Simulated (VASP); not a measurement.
Be: density of states with LDA

The system is Be.

```xyz
2
Lattice="2.2142 0.0000 0.0000 -1.1071 1.9176 0.0000 0.0000 0.0000 3.5000" Properties=species:S:1:pos:R:3 pbc="T T T"
Be    0.0000    1.2784    0.8750
Be    1.1071    0.6392    2.6250
```

| Quantity | Value |
| --- | --- |
| Program | VASP 6.6.1 |
| Task | density of states |
| Functional | LDA |
| Potentials or basis | VASP PAW LDA potentials, release 64 (Be) |
| Cutoff | 520 eV |
| k mesh | 21 × 21 × 12 |
| Occupations | gaussian, width 0.1 eV |
| Spin | no spin polarisation |
| Dipole correction | no |
| k mesh for the DOS | 32 × 32 × 18 |
| Occupations for the DOS | tetrahedron |
| Further INCAR settings | ALGO = Normal; EDIFF = 1e-06 |

- Valence electrons inside the program's atomic spheres: Be 1.24

Levels at points of the mesh, in eV from the Fermi level:
```csv
k point,band 1,band 2,band 3,band 4,band 5
"(0.00, 0.00, 0.00)",-11.53,-4.70,1.39,16.61,16.61
"(0.50, 0.00, 0.00)",-5.20,-3.12,3.72,6.72,7.14
"(0.00, 0.00, 0.50)",-9.37,-9.37,11.08,11.08,18.29
"(0.50, 0.00, 0.50)",-3.81,-3.81,1.89,1.89,12.47
```

Run time: 38 s on 1 thread of Intel Xeon 6975P-C (shared host), peak memory 0.21 GiB.
